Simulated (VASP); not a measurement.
Set up this calculation in VASP 6.6.1, as the native input.

```yaml
Task: single point
Functional: revPBE
Dispersion: D3(BJ)
Potentials_or_basis: VASP PAW PBE potentials, release 64 (Ti_sv, O)
Cutoff: 520 eV
k_mesh: 6 × 6 × 9
Occupations: fermi-dirac, width 0.05 eV
Spin: no spin polarisation
Dipole_correction: no
Further_INCAR_settings: ALGO = Normal; EDIFF = 1e-06; NBANDS = 33
```

The structure of TiO2 lies in POSCAR:

```
TiO2
1.0
    4.5998373239      0.0000000000      0.0000000000
    0.0000000000      4.5998373239      0.0000000000
    0.0000000000      0.0000000000      2.9592135600
Ti O
2 4
Direct
    0.0000000000      0.0000000000      0.5000000000
    0.5000000000      0.5000000000      0.0000000000
    0.3043213200      0.3043213200      0.5000000000
    0.1956786800      0.8043213200      0.0000000000
    0.8043213200      0.1956786800      0.0000000000
    0.6956786800      0.6956786800      0.5000000000
```

One way to write it, as run:

INCAR

```
SYSTEM = TiO2
  ALGO = Normal
  EDIFF = 1E-6
  ENCUT = 520
  GGA = RE
  ISIF = 2
  ISMEAR = -1
  IVDW = 12
  LASPH = .TRUE.
  LCHARG = .FALSE.
  LREAL = .FALSE.
  LWAVE = .FALSE.
  NBANDS = 33
  NELM = 100
  PREC = Accurate
  SIGMA = 0.05
```

KPOINTS

```
k-points
0
G
  6 6 9
  0 0 0
```

Potentials or basis: VASP PAW PBE potentials, release 64 (Ti_sv, O).

Command:

```bash
$ cat potpaw_PBE.64/Ti_sv/POTCAR potpaw_PBE.64/O/POTCAR > POTCAR
$ mpirun -np 1 vasp_std > vasp.out
```

It gave:

```
Pressure                   : 0.8 GPa
Largest force              : 0.056 eV/Å
Band gap on the k mesh     : 1.87 eV, direct
Dispersion energy per atom : -0.482 eV
```

Caveat: the PAW data sets were made with another functional, which shifts forces and pressure a little.

Wall time 38 s on 1 thread of Intel(R) Xeon(R) 6975P-C (Granite Rapids), with other jobs on the host, peak memory 0.22 GiB.
